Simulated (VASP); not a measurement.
Set up this calculation in VASP 6.6.1, as the native input.

```yaml
Task: single point
Functional: LDA
Potentials_or_basis: VASP PAW LDA potentials, release 64 (C, O)
Cutoff: 520 eV
k_mesh: 8 × 8 × 8
Occupations: fermi-dirac, width 0.02 eV
Spin: no spin polarisation
Dipole_correction: no
Further_INCAR_settings: ALGO = Normal; EDIFF = 1e-06; NBANDS = 25
```

The structure of CO2 lies in POSCAR:

```
CO2
1.0
   -1.9342573344      1.9342573344      2.9473512503
    1.9342573344     -1.9342573344      2.9473512503
    1.9342573344      1.9342573344     -2.9473512503
C O
2 4
Direct
    0.7500000000      0.2500000000      0.5000000000
    0.0000000000      0.0000000000      0.0000000000
    0.7059122995      0.1250000000      0.0809122995
    0.0440877005      0.6250000000      0.9190877005
    0.3750000000      0.2940877005      0.4190877005
    0.8750000000      0.9559122995      0.5809122995
```

The input as run:

INCAR

```
SYSTEM = CO2
ALGO = Normal ; EDIFF = 1E-6
ENCUT = 520 ; ISIF = 2
ISMEAR = -1 ; LASPH = .True.
LCHARG = .True. ; LELF = .True.
LREAL = .False. ; LVHAR = .True.
LWAVE = .False. ; NBANDS = 25
NELM = 80 ; PREC = Accurate
SIGMA = 0.02
```

KPOINTS

```
k-points
0
Gamma
  8 8 8
  0 0 0
```

Potentials or basis: VASP PAW LDA potentials, release 64 (C, O).

Command:

```console
$ cat potpaw_LDA.64/C/POTCAR potpaw_LDA.64/O/POTCAR > POTCAR
$ mpirun -np 1 vasp_std > vasp.out
```

It gave:

```json
{"Pressure": "2.5 GPa", "Largest force": "0.142 eV/Å", "Band gap on the k mesh": "7.52 eV (least direct gap 8.00 eV)"}
```

Run time: 49 s on 1 thread of Oxide Virtual Turin-like Processor, on a shared host, peak memory 0.14 GiB.
